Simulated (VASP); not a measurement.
Wanted: the native input for a VASP 6.6.1 run.

```yaml
Task: electric field gradients
Functional: LDA
Potentials_or_basis: VASP PAW LDA potentials, release 64 (Sb)
Cutoff: 520 eV
k_mesh: 12 × 12 × 7
Occupations: fermi-dirac, width 0.03 eV
Spin: no spin polarisation
Dipole_correction: no
Further_INCAR_settings: ALGO = Normal; EDIFF = 1e-08; NBANDS = 12
```

The structure of Sb lies in POSCAR:

```
Sb
1.0
    3.3690001795      0.0000000000      0.0000000000
   -1.6845000898      2.9176397408      0.0000000000
    0.0000000000      0.0000000000      5.3300000000
Sb
2
Direct
    0.3333333333      0.6666666667      0.2500000000
    0.6666666667      0.3333333333      0.7500000000
```

These files were run (other wordings do the same):

INCAR

```
SYSTEM = Sb
PREC = Accurate
ENCUT = 520
EDIFF = 1E-8
ISMEAR = -1
SIGMA = 0.03
LREAL = .FALSE.
LASPH = .TRUE.
NELM = 100
ALGO = Normal
ISIF = 2
LWAVE = .FALSE.
LCHARG = .FALSE.
LEFG = .TRUE.
NBANDS = 12
```

KPOINTS

```
regular mesh
0
G
  12 12 7
  0 0 0
```

Potentials or basis: VASP PAW LDA potentials, release 64 (Sb).

The run is started by

```sh
$ cat potpaw_LDA.64/Sb/POTCAR > POTCAR
$ mpirun -np 1 vasp_std > vasp.out
```

Results of the run:

```json
{
  "Pressure": "-1.3 GPa",
  "Band gap on the k mesh": "zero (band 5 reaches 12.73 eV, above the bottom of band 6 at 5.86 eV)"
}
```

Caveat: without QUAD_EFG the Cq values of the log hold for a quadrupole moment of 1 mb, not for the nuclei; spin-orbit coupling is left out, which moves the levels of the heavy elements.

Wall time 33 s on 1 thread of Intel Xeon 6975P-C (shared host), peak memory 0.18 GiB.
